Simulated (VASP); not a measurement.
Crystal: InSb3.

```
Sb In
1.0
     4.80637    0.00000    0.00000
     0.00000    4.80637    0.00000
     0.00000    0.00000    4.80637
Sb In
3 1
Direct
  0.50000 0.50000 0.00000
  0.00000 0.50000 0.50000
  0.50000 0.00000 0.50000
  0.00000 0.00000 0.00000
```

| Item | Value |
| --- | --- |
| Program | VASP 6.6.1 |
| Task | relaxation of cell and atoms |
| Functional | PBEsol |
| Potentials or basis | VASP PAW PBE potentials, release 64 (Sb, In_d) |
| Cutoff | 600 eV |
| k mesh | 6 × 6 × 6 |
| Occupations | fermi-dirac, width 0.05 eV |
| Spin | no spin polarisation |

At the start: pressure -2.7 GPa; volume 27.76 Å³/atom.

**Question.** Where does the relaxation end?

**Answer.** Over 3 steps the energy falls by 12.0 meV/atom and the volume is 26.39 Å³/atom (-4.9 %); space group Pm-3m (No. 221, to 0.1 Å) before and after.

Step by step:
```
step  energy change (eV)  largest force (eV/Å)  pressure (GPa)  volume (Å³)
   1              0.0000                0.0000           -2.69       111.03
   2             -0.0416                0.0000            1.13       103.70
   3             -0.0481                0.0000            0.00       105.58
```

Final structure:
```xyz
4
Lattice="4.7263 0.0000 0.0000 0.0000 4.7263 0.0000 0.0000 0.0000 4.7263" Properties=species:S:1:pos:R:3 pbc="T T T"
Sb    2.3632    2.3632    0.0000
Sb    0.0000    2.3632    2.3632
Sb    2.3632    0.0000    2.3632
In    0.0000    0.0000    0.0000
```

Caveat: the PAW data sets were made with another functional, which shifts forces and pressure a little.
